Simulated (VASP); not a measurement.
Rh, 1 atom in the cell. It takes space group Fm-3m (No. 225, cubic). The conventional cell has a = 3.942 Å, b = 3.942 Å, c = 3.942 Å, α = 90.00°, β = 90.00°, γ = 90.00°. Rh (site symmetry m-3m) has 12 Rh at 2.79 Å within 3.7 Å.  This cell differs from its parent crystal: strained.

```yaml
Program: VASP 6.6.1
Task: single point
Functional: PBE
Potentials_or_basis: VASP PAW PBE potentials, release 64 (Rh_pv)
Cutoff: 520 eV
k_mesh: 18 × 18 × 18
Occupations: gaussian, width 0.1 eV
Spin: no spin polarisation
Dipole_correction: no
Further_INCAR_settings: ALGO = Normal; EDIFF = 1e-07; NBANDS = 14
```

Potentials or basis: VASP PAW PBE potentials, release 64 (Rh_pv).

Command:

```console
$ cat potpaw_PBE.64/Rh_pv/POTCAR > POTCAR
$ mpirun -np 1 vasp_std > vasp.out
```

Hardware: 1 thread of AMD EPYC 7R43 64-Core Processor (Zen 3), with other jobs on the host.

Estimate the wall time of this run.

Run time: 62 s on 1 thread of AMD EPYC 7R43 64-Core Processor (Zen 3), with other jobs on the host, peak memory 0.13 GiB. Counts: scf iterations 12, k points 195.
